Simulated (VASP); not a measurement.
Crystal: BN.

```
CELL_PARAMETERS angstrom
2.53600 0.00000 0.00000
-1.26800 2.19624 0.00000
0.00000 0.00000 4.19900
ATOMIC_POSITIONS crystal
B 0.66667 0.33333 0.00000
B 0.33333 0.66667 0.50000
N 0.66667 0.33333 0.37500
N 0.33333 0.66667 0.87500
```

| Quantity | Value |
| --- | --- |
| Program | VASP 6.6.1 |
| Task | relaxation of cell and atoms |
| Functional | PBE |
| Potentials or basis | VASP PAW PBE potentials, release 64 (B, N) |
| Cutoff | 600 eV |
| k mesh | 12 × 12 × 4 |
| Occupations | gaussian, width 0.01 eV |
| Spin | no spin polarisation |

At the start: pressure 8.0 GPa; volume 5.85 Å³/atom.

Task: How do energy, volume and symmetry change on relaxing?

Result: Over 3 steps the energy falls by 3.0 meV/atom and the volume is 5.97 Å³/atom (+2.1 %); space group P6_3mc (No. 186, to 0.05 Å).

The path:
| step | energy change (eV) | largest force (eV/Å) | pressure (GPa) | volume (Å³) |
| --- | --- | --- | --- | --- |
| 1 | 0.0000 | 0.0574 | 7.99 | 23.39 |
| 2 | 0.0010 | 0.1016 | -7.70 | 24.39 |
| 3 | -0.0120 | 0.0247 | 0.03 | 23.87 |

Final structure:
```
B N
1.0
     2.55427    0.00000    0.00000
    -1.27713    2.21206    0.00000
     0.00000    0.00000    4.22488
B N
2 2
Direct
  0.66667 0.33333 0.00033
  0.33333 0.66667 0.50033
  0.66667 0.33333 0.37467
  0.33333 0.66667 0.87467
```
